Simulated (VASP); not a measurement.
# SnSe (CsCl type) in VASP: notebook

SnSe (CsCl type) is run at these levels: PBE; tasks: electric field gradients.

All numbers are computed with VASP 6.6.1; they aren't measurements. Logs are shortened: lines on timing, memory, paths and dates and some standing lists are left out, and cuts for length are marked.

## (1) The cell of the first run

The structure is cubic, space group Pm-3m (No. 221). Conventional cell: a = 3.680 Å, b = 3.680 Å, c = 3.680 Å, α = 90.00°, β = 90.00°, γ = 90.00°. Sn (site symmetry m-3m) has 8 Se at 3.19 Å and 6 Sn at 3.68 Å within 4.2 Å. Se (site symmetry m-3m) has 8 Sn at 3.19 Å and 6 Se at 3.68 Å within 4.2 Å.

## (2) Electric field gradients, PBE

INCAR

```
SYSTEM = SnSe
PREC = Accurate
ENCUT = 520
EDIFF = 1E-8
ISMEAR = -1
SIGMA = 0.03
LREAL = .False.
LASPH = .True.
NELM = 80
ALGO = Normal
ISIF = 2
LWAVE = .False.
LCHARG = .False.
GGA = PE
LEFG = .True.
NBANDS = 17
```

KPOINTS

```
regular mesh
0
Gamma
  12 12 12
  0 0 0
```

POSCAR

```
SnSe
1.0
    3.6796456177      0.0000000000      0.0000000000
    0.0000000000      3.6796456177      0.0000000000
    0.0000000000      0.0000000000      3.6796456177
Sn Se
1 1
Direct
    0.0000000000      0.0000000000      0.0000000000
    0.5000000000      0.5000000000      0.5000000000
```

Potentials or basis: VASP PAW PBE potentials, release 64 (Sn_d, Se).

Started as:

```sh
$ cat potpaw_PBE.64/Sn_d/POTCAR potpaw_PBE.64/Se/POTCAR > POTCAR
$ mpirun -np 1 vasp_std > vasp.out
```

OUTCAR:

```text
SYSTEM = SnSe
   PREC = Accurate
   ENCUT = 520
   EDIFF = 1E-8
   ISMEAR = -1
   LREAL = .False.
   LASPH = .True.
   NELM = 80
   ISIF = 2
   GGA = PE

 ion  position               nearest neighbor table
   1  0.000  0.000  0.000-   2 3.19   2 3.19   2 3.19   2 3.19   2 3.19   2 3.19   2 3.19   2 3.19

   2  0.500  0.500  0.500-   1 3.19   1 3.19   1 3.19   1 3.19   1 3.19   1 3.19   1 3.19   1 3.19

  LATTYP: Found a simple cubic cell.
 ALAT       =     3.6796456177

  Lattice vectors:

 A1 = (   3.6796456177,   0.0000000000,   0.0000000000)
 A2 = (   0.0000000000,   3.6796456177,   0.0000000000)
 A3 = (   0.0000000000,   0.0000000000,   3.6796456177)

Analysis of symmetry for initial positions (statically):
=====================================================================
 Subroutine PRICEL returns:
 Original cell was already a primitive cell.

 Routine SETGRP: Setting up the symmetry group for a
 simple cubic supercell.

 Subroutine GETGRP returns: Found 48 space group operations
 (whereof 48 operations were pure point group operations)
 out of a pool of 48 trial point group operations.

The static configuration has the point symmetry O_h .

Analysis of symmetry for dynamics (positions and initial velocities):
=====================================================================
 Subroutine PRICEL returns:
 Original cell was already a primitive cell.

 Routine SETGRP: Setting up the symmetry group for a
 simple cubic supercell.

 Subroutine GETGRP returns: Found 48 space group operations
 (whereof 48 operations were pure point group operations)
 out of a pool of 48 trial point group operations.

The dynamic configuration has the point symmetry O_h .

 Subroutine INISYM returns: Found 48 space group operations
 (whereof 48 operations are pure point group operations),
 and found     1 'primitive' translations

----------------------------------------------------------------------------------------

                                     Primitive cell

  volume of cell :      49.8216

  direct lattice vectors                    reciprocal lattice vectors
     3.679645618  0.000000000  0.000000000     0.271765301  0.000000000  0.000000000
     0.000000000  3.679645618  0.000000000     0.000000000  0.271765301  0.000000000
     0.000000000  0.000000000  3.679645618     0.000000000  0.000000000  0.271765301

  length of vectors
     3.679645618  3.679645618  3.679645618     0.271765301  0.271765301  0.271765301

  position of ions in fractional coordinates (direct lattice)
     0.000000000  0.000000000  0.000000000
     0.500000000  0.500000000  0.500000000

  ion indices of the primitive-cell ions
   primitive index   ion index
                 1           1
                 2           2

----------------------------------------------------------------------------------------

 KPOINTS: regular mesh

Automatic generation of k-mesh.
 Grid dimensions read from file:
 generate k-points for:   12   12   12

 Generating k-lattice:

  Cartesian coordinates                     Fractional coordinates (reciprocal lattice)
     0.022647108  0.000000000  0.000000000     0.083333333  0.000000000  0.000000000
     0.000000000  0.022647108  0.000000000     0.000000000  0.083333333  0.000000000
     0.000000000  0.000000000  0.022647108     0.000000000  0.000000000  0.083333333

  Length of vectors
     0.022647108  0.022647108  0.022647108

  Shift w.r.t. Gamma in fractional coordinates (k-lattice)
     0.000000000  0.000000000  0.000000000

 Subroutine IBZKPT returns following result:
 ===========================================

 Found     84 irreducible k-points:

 Following reciprocal coordinates:
            Coordinates               Weight
  0.000000  0.000000  0.000000      1.000000
  0.083333  0.000000  0.000000      6.000000
  0.166667  0.000000  0.000000      6.000000
  0.250000  0.000000  0.000000      6.000000
  0.333333  0.000000  0.000000      6.000000
  0.416667  0.000000  0.000000      6.000000
[... 16 lines left out ...]
  0.333333  0.333333  0.000000     12.000000
  0.416667  0.333333  0.000000     24.000000
 [... further k-points ...]
   k-points           NKPTS =     84   k-points in BZ     NKDIM =     84   number of bands    NBANDS=     17
   number of dos      NEDOS =    301   number of ions     NIONS =      2
   total plane-waves  NPLWV =  21952
   dimension x,y,z NGX =    28 NGY =   28 NGZ =   28
   dimension x,y,z NGXF=    56 NGYF=   56 NGZF=   56
   ions per type =               1   1
   NGX,Y,Z   is equivalent  to a cutoff of  12.65, 12.65, 12.65 a.u.
   NGXF,Y,Z  is equivalent  to a cutoff of  25.30, 25.30, 25.30 a.u.
 SYSTEM =  SnSe
   PREC   = accura    normal or accurate (medium, high low for compatibility)
   ISTART =      0    job   : 0-new  1-cont  2-samecut
   ICHARG =      2    charge: 1-file 2-atom 10-const
   ISPIN  =      1    spin polarized calculation?
   LNONCOLLINEAR =      F non collinear calculations
   LSORBIT =      F    spin-orbit coupling
   LASPH  =      T    aspherical Exc in radial PAW
   ENCUT  =  520.0 eV  38.22 Ry    6.18 a.u.   6.84  6.84  6.84*2*pi/ulx,y,z
   NELM   =     80;   NELMIN=  2; NELMDL= -5     # of ELM steps
   EDIFF  = 0.1E-07   stopping-criterion for ELM
   LREAL  =      F    real-space projection
   EDIFFG = 0.1E-06   stopping-criterion for IOM
   NSW    =      0    number of steps for IOM
   IBRION =     -1    ionic relax: 0-MD 1-quasi-New 2-CG
   NFREE  =      0    steps in history (QN), initial steepest desc. (CG)
   ISIF   =      2    stress and relaxation
   ISYM   =      2    0-nonsym 1-usesym 2-fastsym
   POTIM  = 0.5000    time-step for ionic-motion
   TEBEG  =    0.0;   TEEND  =   0.0 temperature during run
   PSTRESS=    0.0 pullay stress
   NELECT =      20.0000    total number of electrons
   NUPDOWN=      -1.0000    fix difference up-down
   EMIN   =  10.00;   EMAX   =-10.00  energy-range for DOS
   EFERMI =   0.00;   METHOD = LEGACY
   ISMEAR =    -1;   SIGMA  =   0.03  broadening in eV -4-tet -1-fermi 0-gaus
   EFERMI_NEDOS =   21; number of points for ismear=-14 and -15
   IALGO  =     38    algorithm
   IMIX   =      4    mixing-type and parameters
     AMIX     =   0.40;   BMIX     =  1.00
     AMIX_MAG =   1.60;   BMIX_MAG =  1.00
  volume/ion in A,a.u.               =      24.91       168.11
  Fermi-wavevector in a.u.,A,eV,Ry     =   1.207662  2.282151 19.843392  1.458448
  Thomas-Fermi vector in A             =   2.343293
   LORBIT       =      0    0 simple, 1 ext, 2 COOP (PROOUT), +10 PAW based schemes
   GGA     = PE    functional components
   LHFCALC =     F    Hartree Fock is set to
   AEXX    =    0.0000 exact exchange contribution
   IVDW    =     0    specifies the selected vdW correction
   LEPSILON=     F    determine dielectric tensor
   LRPA    =     F    only Hartree local field effects (RPA)
 non-spin polarized calculation
  energy-cutoff  :      520.00
  volume of cell :       49.82
 maximum number of plane-waves:      1376
 NGX is ok and might be reduce to    28
   NGX = 13   NGY = 13   NGZ = 13

 number of electron      19.9999993 magnetization

 Free energy of the ion-electron system (eV)
  ---------------------------------------------------
  ext. energy  EPLUGINS =         0.00000000
  ---------------------------------------------------
  free energy    TOTEN  =        -7.71594389 eV

  energy without entropy =       -7.71275626  energy(sigma->0) =       -7.71435007

 E-fermi :   6.1783     XC(G=0): -10.1762

 val. band max:        6.1648716864   @ k =   0.5000   0.0833   0.0000
 cond. band min:       6.1810784167   @ k =   0.4167   0.0833   0.0000
 fundamental gap:      0.0162067303
 Fermi energy:         6.1783309110

 k-point     1 :       0.0000    0.0000    0.0000
  band No.  band energies     occupation
      1     -15.3954      2.00000
      2     -15.3954      2.00000
      3     -15.3214      2.00000
      4     -15.3214      2.00000
      5     -15.3214      2.00000
      6      -7.4656      2.00000
[... 9 lines left out ...]
     16      18.6865      0.00000
     17      18.6865      0.00000

 k-point     2 :       0.0833    0.0000    0.0000
  band No.  band energies     occupation
      1     -15.3953      2.00000
      2     -15.3915      2.00000
      3     -15.3227      2.00000
      4     -15.3227      2.00000
      5     -15.3213      2.00000
      6      -7.4153      2.00000
[... 9 lines left out ...]
     16      18.4510      0.00000
     17      18.4522      0.00000
[... 421 lines left out ...]
 k-point    24 :       0.4167    0.3333    0.0000
  band No.  band energies     occupation
      1     -15.3688      2.00000
      2     -15.3617      2.00000
      3     -15.3370      2.00000
      4     -15.3331      2.00000
      5     -15.3178      2.00000
      6      -6.0633      2.00000
[... 9 lines left out ...]
     16      15.7651      0.00000
     17      16.4066      0.00000

 [... further k-points ...]
[... 5 lines left out ...]
  --------------------------------------------------------------------------------------
  -------------------------------------------------------------------------------------
  Total       -0.0046292     -0.0046292     -0.0046292     -0.0000000      0.0000000     -0.0000000
  in kB       -0.1488681     -0.1488681     -0.1488681     -0.0000000      0.0000000     -0.0000000
  external PRESSURE =      -0.1488681 kB  Pullay stress =       0.0000000 kB

 VOLUME and BASIS-vectors are now :
 -----------------------------------------------------------------------------
  energy-cutoff  :      520.00
  volume of cell :       49.82
      direct lattice vectors                 reciprocal lattice vectors
     3.679645618  0.000000000  0.000000000     0.271765301  0.000000000  0.000000000
     0.000000000  3.679645618  0.000000000     0.000000000  0.271765301  0.000000000
     0.000000000  0.000000000  3.679645618     0.000000000  0.000000000  0.271765301

 POSITION                                       TOTAL-FORCE (eV/Angst)
 -----------------------------------------------------------------------------------
      0.00000      0.00000      0.00000         0.000000      0.000000      0.000000
      1.83982      1.83982      1.83982         0.000000      0.000000      0.000000
 -----------------------------------------------------------------------------------
    total drift:                               -0.000000      0.000000     -0.000000

  FREE ENERGIE OF THE ION-ELECTRON SYSTEM (eV)
  ---------------------------------------------------
  free  energy   TOTEN  =        -7.7159438918 eV

  energy  without entropy=       -7.7127562555  energy(sigma->0) =       -7.71435007

 Electric field gradients (V/A^2)
---------------------------------------------------------------------
 ion       V_xx      V_yy      V_zz      V_xy      V_xz      V_yz
---------------------------------------------------------------------
   1       0.000     0.000    -0.000     0.000     0.000    -0.000
   2       0.000     0.000     0.000     0.000     0.000    -0.000
---------------------------------------------------------------------

 Electric field gradients after diagonalization (V/A^2)
 (convention: |V_zz| > |V_xx| > |V_yy|)
----------------------------------------------------------------------
 ion       V_xx      V_yy      V_zz     asymmetry (V_yy - V_xx)/ V_zz
----------------------------------------------------------------------
   1       0.000     0.000    -0.000       0.129
   2       0.000     0.000     0.000      -0.352
----------------------------------------------------------------------

           NMR quadrupolar parameters

 Cq : quadrupolar parameter    Cq=e*Q*V_zz/h
 eta: asymmetry parameters     (V_yy - V_xx)/ V_zz
 Q  : nuclear electric quadrupole moment in mb (millibarn)
----------------------------------------------------------------------
 ion       Cq(MHz)       eta       Q (mb)
----------------------------------------------------------------------
   1      -0.000       0.129       1.000
   2       0.000      -0.352       1.000
----------------------------------------------------------------------
```

Run time: 30 s. Hardware: 1 thread of AMD EPYC 9R45 (Zen 5), shared host; peak memory 0.18 GiB.

Results:

- Free energy: -7.7159 eV
- Pressure: 0.0 GPa
- Band gap on the k mesh: zero (band 10 reaches 6.52 eV, above the bottom of band 11 at 5.14 eV)

Levels at points of the mesh, in eV from the Fermi level:
| k point | band 7 | band 8 | band 9 | band 10 | band 11 | band 12 | band 13 | band 14 |
| --- | --- | --- | --- | --- | --- | --- | --- | --- |
| (0.00, 0.00, 0.00) | -5.73 | -1.83 | -1.83 | -1.83 | 4.43 | 4.43 | 6.05 | 6.05 |
| (0.50, 0.00, 0.00) | -8.30 | -0.57 | -0.57 | -0.07 | 0.42 | 3.13 | 3.13 | 6.43 |
| (0.50, 0.50, 0.00) | -6.04 | -4.93 | -4.93 | -0.15 | 4.11 | 4.11 | 4.75 | 6.49 |
| (0.50, 0.50, 0.50) | -4.48 | -2.95 | -2.95 | -2.95 | -1.04 | -1.04 | -1.04 | 13.96 |

Caveat: without QUAD_EFG the Cq values of the log hold for a quadrupole moment of 1 mb, not for the nuclei; spin-orbit coupling is left out, which moves the levels of the heavy elements.

(Continued in part 2 of 2.)
